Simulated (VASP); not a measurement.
# Rb (Fd-3m) in VASP: notebook

The runs below take Rb through single point, relaxation of cell and atoms, with PBE.

Everything below comes from runs of VASP 6.6.1. Logs are shortened: lines on timing, memory, paths and dates and some standing lists are left out, and cuts for length are marked.

**1. The cell of the first run**

It takes space group Fd-3m (No. 227, cubic). The conventional cell has a = 5.686 Å, b = 5.686 Å, c = 5.686 Å, α = 90.00°, β = 90.00°, γ = 90.00°. Rb (site symmetry -43m) has 4 Rb at 2.46 Å within 3.3 Å.

This isn't the form of Rb at room conditions, which is bcc.

**2. Single point, PBE**

File INCAR:

```
ALGO     = Normal         # electronic algorithm
EDIFF    = 1E-6           # SCF threshold, eV
ENCUT    = 500            # plane-wave cutoff, eV
GGA      = PE             # functional
GGA_COMPAT= F            
ISIF     = 2              # what is computed and relaxed
ISMEAR   = -1             # smearing method
LASPH    = T              # aspherical terms in the spheres
LCHARG   = F              # write CHGCAR
LREAL    = F              # projectors in reciprocal space
LWAVE    = F              # write WAVECAR
NBANDS   = 16             # bands
NELM     = 120            # most SCF steps
PREC     = Accurate       # precision mode
SIGMA    = 0.1            # smearing width, eV
```

File KPOINTS:

```
k-points
0
Gamma
  4 4 4
```

File POSCAR:

```
Rb
1.0
    0.0000000000      2.8430535309      2.8430535309
    2.8430535309      0.0000000000      2.8430535309
    2.8430535309      2.8430535309      0.0000000000
Rb
2
Direct
    1.0000000000      1.0000000000      1.0000000000
    0.2500000000      0.2500000000      0.2500000000
```

Potentials or basis: VASP PAW PBE potentials, release 64 (Rb_sv).

Command:

```console
> cat potpaw_PBE.64/Rb_sv/POTCAR > POTCAR
> mpirun -np 1 vasp_std > vasp.out
```

OUTCAR:

```text
EDIFF = 1E-6
   ENCUT = 500
   GGA = PE
   ISIF = 2
   ISMEAR = -1
   LASPH = T
   LREAL = F
   NELM = 120
   PREC = Accurate

 ion  position               nearest neighbor table
   1  0.000  0.000  0.000-   2 2.46   2 2.46   2 2.46   2 2.46   2 4.71   2 4.71   2 4.71   2 4.71
                             2 4.71   2 4.71   2 4.71   2 4.71   2 4.71   2 4.71   2 4.71   2 4.71
   2  0.250  0.250  0.250-   1 2.46   1 2.46   1 2.46   1 2.46   1 4.71   1 4.71   1 4.71   1 4.71
                             1 4.71   1 4.71   1 4.71   1 4.71   1 4.71   1 4.71   1 4.71   1 4.71

 -----------------------------------------------------------------------------
|                                                                             |
|           W    W    AA    RRRRR   N    N  II  N    N   GGGG   !!!           |
|           W    W   A  A   R    R  NN   N  II  NN   N  G    G  !!!           |
|           W    W  A    A  R    R  N N  N  II  N N  N  G       !!!           |
|           W WW W  AAAAAA  RRRRR   N  N N  II  N  N N  G  GGG   !            |
|           WW  WW  A    A  R   R   N   NN  II  N   NN  G    G                |
|           W    W  A    A  R    R  N    N  II  N    N   GGGG   !!!           |
|                                                                             |
|     The distance between some ions is very small. Please check the          |
|     nearest-neighbor list in the OUTCAR file.                               |
|     I HOPE YOU KNOW WHAT YOU ARE DOING!                                     |
|                                                                             |
 -----------------------------------------------------------------------------

  LATTYP: Found a face centered cubic cell.
 ALAT       =     5.6861070618

  Lattice vectors:

 A1 = (   0.0000000000,   2.8430535309,   2.8430535309)
 A2 = (   2.8430535309,   0.0000000000,   2.8430535309)
 A3 = (   2.8430535309,   2.8430535309,   0.0000000000)

Analysis of symmetry for initial positions (statically):
=====================================================================
 Subroutine PRICEL returns:
 Original cell was already a primitive cell.

 Routine SETGRP: Setting up the symmetry group for a
 face centered cubic supercell.

 Subroutine GETGRP returns: Found 48 space group operations
 (whereof 24 operations were pure point group operations)
 out of a pool of 48 trial point group operations.

The static configuration has the point symmetry T_d .
 The point group associated with its full space group is O_h .

Analysis of symmetry for dynamics (positions and initial velocities):
=====================================================================
[... 99 lines left out ...]
   NFREE  =      0    steps in history (QN), initial steepest desc. (CG)
   ISIF   =      2    stress and relaxation
   ISYM   =      2    0-nonsym 1-usesym 2-fastsym
   POTIM  = 0.5000    time-step for ionic-motion
   TEBEG  =    0.0;   TEEND  =   0.0 temperature during run
   PSTRESS=    0.0 pullay stress
   NELECT =      18.0000    total number of electrons
   NUPDOWN=      -1.0000    fix difference up-down
   EMIN   =  10.00;   EMAX   =-10.00  energy-range for DOS
   EFERMI =   0.00;   METHOD = LEGACY
   ISMEAR =    -1;   SIGMA  =   0.10  broadening in eV -4-tet -1-fermi 0-gaus
   EFERMI_NEDOS =   21; number of points for ismear=-14 and -15
   IALGO  =     38    algorithm
   IMIX   =      4    mixing-type and parameters
     AMIX     =   0.40;   BMIX     =  1.00
     AMIX_MAG =   1.60;   BMIX_MAG =  1.00
  volume/ion in A,a.u.               =      22.98       155.08
  Fermi-wavevector in a.u.,A,eV,Ry     =   1.197762  2.263442 19.519387  1.434634
  Thomas-Fermi vector in A             =   2.333669
   LORBIT       =      0    0 simple, 1 ext, 2 COOP (PROOUT), +10 PAW based schemes
   GGA     = PE    functional components
   LHFCALC =     F    Hartree Fock is set to
   AEXX    =    0.0000 exact exchange contribution
   IVDW    =     0    specifies the selected vdW correction
   LEPSILON=     F    determine dielectric tensor
   LRPA    =     F    only Hartree local field effects (RPA)
 non-spin polarized calculation
  energy-cutoff  :      500.00
  volume of cell :       45.96
 maximum number of plane-waves:      1211
 NGX is ok and might be reduce to    30
   NGX = 15   NGY = 15   NGZ = 15

 number of electron      18.0000000 magnetization

 Free energy of the ion-electron system (eV)
  ---------------------------------------------------
  ext. energy  EPLUGINS =         0.00000000
  ---------------------------------------------------
  free energy    TOTEN  =         6.63102759 eV

  energy without entropy =        6.69814876  energy(sigma->0) =        6.66458818

 E-fermi :   4.7909     XC(G=0): -10.0731

 val. band max:        4.7024383393   @ k =  -0.2500   0.2500   0.0000
 cond. band min:       4.9332135843   @ k =   0.2500   0.2500   0.0000
 fundamental gap:      0.2307752450
 Fermi energy:         4.7909039914

 k-point     1 :       0.0000    0.0000    0.0000
  band No.  band energies     occupation
      1     -26.3203      2.00000
      2     -22.1236      2.00000
      3     -10.2652      2.00000
      4     -10.2652      2.00000
      5     -10.2652      2.00000
      6      -7.0266      2.00000
[... 129 lines left out ...]
      3     -11.6052      2.00000
      4     -11.6052      2.00000
      5      -8.0987      2.00000
      6      -8.0987      2.00000
[... 8 lines left out ...]
     15      12.4988      0.00000
     16      12.4988      0.00000

------------------------ aborting loop because EDIFF is reached ----------------------------------------

  FORCE on cell =-STRESS in cart. coord.  units (eV):
  Direction    XX          YY          ZZ          XY          YZ          ZX
  --------------------------------------------------------------------------------------
  -------------------------------------------------------------------------------------
  Total       17.7705259     17.7705259     17.7705259     -0.0000000     -0.0000000     -0.0000000
  in kB      619.4778121    619.4778121    619.4778121     -0.0000000     -0.0000000     -0.0000000
  external PRESSURE =     619.4778121 kB  Pullay stress =       0.0000000 kB

 VOLUME and BASIS-vectors are now :
 -----------------------------------------------------------------------------
  energy-cutoff  :      500.00
  volume of cell :       45.96
      direct lattice vectors                 reciprocal lattice vectors
     0.000000000  2.843053531  2.843053531    -0.175867248  0.175867248  0.175867248
     2.843053531  0.000000000  2.843053531     0.175867248 -0.175867248  0.175867248
     2.843053531  2.843053531  0.000000000     0.175867248  0.175867248 -0.175867248

 POSITION                                       TOTAL-FORCE (eV/Angst)
 -----------------------------------------------------------------------------------
      0.00000      0.00000      0.00000         0.000000      0.000000      0.000000
      1.42153      1.42153      1.42153        -0.000000     -0.000000     -0.000000
 -----------------------------------------------------------------------------------
    total drift:                                0.000000     -0.000000      0.000000

  FREE ENERGIE OF THE ION-ELECTRON SYSTEM (eV)
  ---------------------------------------------------
  free  energy   TOTEN  =         6.6310275927 eV

  energy  without entropy=        6.6981487586  energy(sigma->0) =        6.66458818
```

OSZICAR:

```text
N       E                     dE             d eps       ncg     rms          rms(c)
DAV:   1     0.901579096797E+02    0.90158E+02   -0.90083E+03   256   0.104E+03
DAV:   2     0.112086617328E+02   -0.78949E+02   -0.74309E+02   352   0.208E+02
DAV:   3     0.670973143113E+01   -0.44989E+01   -0.44774E+01   400   0.428E+01
DAV:   4     0.661272596454E+01   -0.97005E-01   -0.97002E-01   328   0.580E+00
DAV:   5     0.661085353994E+01   -0.18724E-02   -0.18724E-02   392   0.551E-01    0.276E+01
DAV:   6     0.662771470177E+01    0.16861E-01   -0.17488E-02   360   0.748E-01    0.165E+01
DAV:   7     0.663080683262E+01    0.30921E-02   -0.28547E-02   392   0.932E-01    0.201E-01
DAV:   8     0.663105621839E+01    0.24939E-03   -0.16119E-03   288   0.282E-01    0.481E-02
DAV:   9     0.663102509143E+01   -0.31127E-04   -0.19469E-04   416   0.818E-02    0.180E-02
DAV:  10     0.663102973637E+01    0.46449E-05   -0.18844E-05   320   0.280E-02    0.912E-03
DAV:  11     0.663102748256E+01   -0.22538E-05   -0.27724E-06   312   0.142E-02    0.106E-03
DAV:  12     0.663102759267E+01    0.11012E-06   -0.33186E-08   184   0.140E-03
   1 F= 0.66310276E+01 E0= 0.66645882E+01  d E =-.671212E-01
```

Run time: 5.2 s. Hardware: 1 thread of AMD EPYC 9R45 (Zen 5), shared host; peak memory 0.13 GiB.

What came out:

| Item | Value |
| --- | --- |
| Free energy | 6.6310 eV |
| Pressure | 61.9 GPa |
| Band gap on the k mesh | zero (bands 9 and 10 overlap by 1.07 eV) |

Levels at points of the mesh, in eV from the Fermi level:
| k point | band 5 | band 6 | band 7 | band 8 | band 9 | band 10 | band 11 | band 12 | band 13 | band 14 |
| --- | --- | --- | --- | --- | --- | --- | --- | --- | --- | --- |
| (0.00, 0.00, 0.00) | -15.06 | -11.82 | -11.82 | -11.82 | -1.76 | 2.08 | 2.08 | 4.72 | 4.72 | 4.72 |
| (0.50, 0.00, 0.00) | -15.44 | -10.90 | -10.90 | -10.45 | 0.69 | 1.79 | 2.21 | 2.21 | 4.26 | 4.26 |
| (0.50, 0.50, 0.00) | -13.22 | -13.22 | -9.72 | -9.72 | -0.17 | -0.17 | 4.28 | 4.28 | 6.35 | 6.35 |

Caveat: the k points lie up to 0.48 Å⁻¹ apart, too coarse for converged energies and pressures of a metal.

**3. Single point, PBE**

This run uses another cell than the first one, of 26.27 Å³/atom.

File INCAR:

```
PREC = Accurate ; ENCUT = 500
EDIFF = 1E-6 ; ISMEAR = -1
SIGMA = 0.1 ; LREAL = F
LASPH = T ; NELM = 120
ALGO = Normal ; ISIF = 2
LWAVE = F ; LCHARG = T
GGA = PE ; LELF = T
LVHAR = T ; NBANDS = 16
GGA_COMPAT = F
```

File KPOINTS:

```
regular mesh
0
Gamma
  4 4 4
```

File POSCAR:

```
Rb
1.0
    0.0000000000      2.9725348035      2.9725348035
    2.9725348035      0.0000000000      2.9725348035
    2.9725348035      2.9725348035      0.0000000000
Rb
2
Direct
    1.0000000000      1.0000000000      1.0000000000
    0.2500000000      0.2500000000      0.2500000000
```

Potentials or basis: VASP PAW PBE potentials, release 64 (Rb_sv).

Command:

```console
> cat potpaw_PBE.64/Rb_sv/POTCAR > POTCAR
> mpirun -np 1 vasp_std > vasp.out
```

OUTCAR:

```text
PREC = Accurate
   ENCUT = 500
   EDIFF = 1E-6
   ISMEAR = -1
   LREAL = F
   LASPH = T
   NELM = 120
   ISIF = 2
   GGA = PE

 ion  position               nearest neighbor table
   1  0.000  0.000  0.000-   2 2.57   2 2.57   2 2.57   2 2.57   2 4.93   2 4.93   2 4.93   2 4.93
                             2 4.93   2 4.93   2 4.93   2 4.93   2 4.93   2 4.93   2 4.93   2 4.93
   2  0.250  0.250  0.250-   1 2.57   1 2.57   1 2.57   1 2.57   1 4.93   1 4.93   1 4.93   1 4.93
                             1 4.93   1 4.93   1 4.93   1 4.93   1 4.93   1 4.93   1 4.93   1 4.93

 -----------------------------------------------------------------------------
|                                                                             |
|           W    W    AA    RRRRR   N    N  II  N    N   GGGG   !!!           |
|           W    W   A  A   R    R  NN   N  II  NN   N  G    G  !!!           |
|           W    W  A    A  R    R  N N  N  II  N N  N  G       !!!           |
|           W WW W  AAAAAA  RRRRR   N  N N  II  N  N N  G  GGG   !            |
|           WW  WW  A    A  R   R   N   NN  II  N   NN  G    G                |
|           W    W  A    A  R    R  N    N  II  N    N   GGGG   !!!           |
|                                                                             |
|     The distance between some ions is very small. Please check the          |
|     nearest-neighbor list in the OUTCAR file.                               |
[... 180 lines left out ...]
  band No.  band energies     occupation
      1     -26.5476      2.00000
      2     -23.4592      2.00000
      3     -10.7072      2.00000
      4     -10.7072      2.00000
      5     -10.7072      2.00000
      6      -7.9685      2.00000
[... 129 lines left out ...]
      3     -11.7742      2.00000
      4     -11.7742      2.00000
      5      -9.0321      2.00000
      6      -9.0321      2.00000
[... 8 lines left out ...]
     15      10.9448      0.00000
     16      10.9448      0.00000

------------------------ aborting loop because EDIFF is reached ----------------------------------------

  FORCE on cell =-STRESS in cart. coord.  units (eV):
  Direction    XX          YY          ZZ          XY          YZ          ZX
  --------------------------------------------------------------------------------------
  -------------------------------------------------------------------------------------
  Total       13.4659663     13.4659663     13.4659663      0.0000000     -0.0000000      0.0000000
  in kB      410.7118812    410.7118812    410.7118812      0.0000000     -0.0000000      0.0000000
  external PRESSURE =     410.7118812 kB  Pullay stress =       0.0000000 kB

 VOLUME and BASIS-vectors are now :
 -----------------------------------------------------------------------------
  energy-cutoff  :      500.00
  volume of cell :       52.53
      direct lattice vectors                 reciprocal lattice vectors
     0.000000000  2.972534803  2.972534803    -0.168206609  0.168206609  0.168206609
     2.972534803  0.000000000  2.972534803     0.168206609 -0.168206609  0.168206609
     2.972534803  2.972534803  0.000000000     0.168206609  0.168206609 -0.168206609

 POSITION                                       TOTAL-FORCE (eV/Angst)
 -----------------------------------------------------------------------------------
      0.00000      0.00000      0.00000         0.000000      0.000000      0.000000
      1.48627      1.48627      1.48627        -0.000000     -0.000000     -0.000000
 -----------------------------------------------------------------------------------
    total drift:                               -0.000000      0.000000      0.000000

  FREE ENERGIE OF THE ION-ELECTRON SYSTEM (eV)
  ---------------------------------------------------
  free  energy   TOTEN  =         4.5546328098 eV

  energy  without entropy=        4.6412340497  energy(sigma->0) =        4.59793343
```

OSZICAR:

```text
N       E                     dE             d eps       ncg     rms          rms(c)
DAV:   1     0.957479534250E+02    0.95748E+02   -0.86916E+03   256   0.101E+03
DAV:   2     0.103893474731E+02   -0.85359E+02   -0.82360E+02   344   0.205E+02
DAV:   3     0.490735112320E+01   -0.54820E+01   -0.54437E+01   392   0.459E+01
DAV:   4     0.452649902288E+01   -0.38085E+00   -0.38083E+00   360   0.957E+00
DAV:   5     0.452296354976E+01   -0.35355E-02   -0.35355E-02   376   0.936E-01    0.199E+01
DAV:   6     0.454800843006E+01    0.25045E-01   -0.28829E-02   360   0.959E-01    0.118E+01
DAV:   7     0.455443867187E+01    0.64302E-02   -0.44386E-02   360   0.120E+00    0.226E-01
DAV:   8     0.455465706941E+01    0.21840E-03   -0.30614E-03   312   0.376E-01    0.532E-02
DAV:   9     0.455462878178E+01   -0.28288E-04   -0.18409E-04   368   0.873E-02    0.183E-02
DAV:  10     0.455463430616E+01    0.55244E-05   -0.27507E-05   312   0.324E-02    0.802E-03
DAV:  11     0.455463262193E+01   -0.16842E-05   -0.29422E-06   312   0.130E-02    0.164E-03
DAV:  12     0.455463280985E+01    0.18792E-06   -0.85435E-08   160   0.209E-03
   1 F= 0.45546328E+01 E0= 0.45979334E+01  d E =-.866012E-01
```

stdout:

```text
POSCAR found type information on POSCAR Rb
 POSCAR found :  1 types and       2 ions
 scaLAPACK will be used
 LDA part: xc-table for (Slater+PW92), standard interpolation
 -----------------------------------------------------------------------------
|                                                                             |
|           W    W    AA    RRRRR   N    N  II  N    N   GGGG   !!!           |
|           W    W   A  A   R    R  NN   N  II  NN   N  G    G  !!!           |
|           W    W  A    A  R    R  N N  N  II  N N  N  G       !!!           |
|           W WW W  AAAAAA  RRRRR   N  N N  II  N  N N  G  GGG   !            |
|           WW  WW  A    A  R   R   N   NN  II  N   NN  G    G                |
|           W    W  A    A  R    R  N    N  II  N    N   GGGG   !!!           |
|                                                                             |
|     The distance between some ions is very small. Please check the          |
|     nearest-neighbor list in the OUTCAR file.                               |
|     I HOPE YOU KNOW WHAT YOU ARE DOING!                                     |
|                                                                             |
 -----------------------------------------------------------------------------

 POSCAR, INCAR and KPOINTS ok, starting setup
 FFT: planning ... GRIDC
 FFT: planning ... GRID_SOFT
 FFT: planning ... GRID
 WAVECAR not read
 entering main loop
```

It took 6.2 s on 1 thread of AMD EPYC 9R45 (Zen 5), shared host; peak memory 0.13 GiB.

What came out:

- Free energy: 4.5546 eV
- Pressure: 41.1 GPa
- Band gap on the k mesh: zero (bands 9 and 10 overlap by 0.82 eV)

Caveat: the k points lie up to 0.46 Å⁻¹ apart, too coarse for converged energies and pressures of a metal.

[end of part 1 of 2]
